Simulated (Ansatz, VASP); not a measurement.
## Cs: VASP beside Ansatz

INCAR

```
PREC = Accurate
ENCUT = 520
EDIFF = 1E-6
ISMEAR = -1
SIGMA = 0.1
LREAL = False
LASPH = True
NELM = 100
ALGO = Normal
ISIF = 2
LWAVE = False
LCHARG = True
GGA = B5
ALDAX = 1.0
AGGAX = 1.0
AGGAC = 1.0
ALDAC = 0.0
LELF = True
LVHAR = True
NBANDS = 10
```

Contents of KPOINTS:

```
regular mesh
0
Gamma
  8 8 8
```

Contents of POSCAR:

```
Cs
1.0
    0.0000000000      4.0153945721      4.0153945721
    4.0153945721      0.0000000000      4.0153945721
    4.0153945721      4.0153945721      0.0000000000
Cs
1
Direct
    0.0000000000      0.0000000000      0.0000000000
```

Input for Ansatz:

```yaml
crystal:
  lattice:
    - [0.0, 4.0153945721, 4.0153945721]
    - [4.0153945721, 0.0, 4.0153945721]
    - [4.0153945721, 4.0153945721, 0.0]
  atoms:
    - { symbol: Cs, position: [0.0, 0.0, 0.0] }
hamiltonian:
  xc: blyp
  pseudopotentials:
    kind: paw
    azcp:
      Cs: "pseudopotentials/Cs.paw.azcp"
basis:
  ecutwfc: 420
  fft_grid_basis: typed
kpoints:
  mp_grid: { grid: [8, 8, 8], shift: [0, 0, 0] }
magnetization:
  spin_polarized: false
scf:
  occupations: { method: fermi_dirac, width: 0.1 }
  lower_state_search: "off"
output:
  stress: true
```

Alike in both runs: task single point; functional BLYP; k mesh 8 × 8 × 8; occupations fermi-dirac, width 0.1 eV; no spin polarisation.

|  | VASP | Ansatz |
| --- | --- | --- |
| version | VASP 6.6.1 | Ansatz 0.2.0 |
| potentials or method | VASP PAW PBE potentials, release 64 (Cs_sv), cutoff 520 eV | plane waves (420 eV) with PAW, scalar-relativistic |
| valence electrons in the cell | 9 | 9 |

|  | VASP | Ansatz | Ansatz less VASP |
| --- | --- | --- | --- |
| pressure (GPa) | 0.0 | 0.0 | 0.00 |

VASP's potentials were made for PBE, not for BLYP. The functional is the same, so the differences come from potentials, cutoffs and numerics.

Spin-orbit coupling is off throughout.
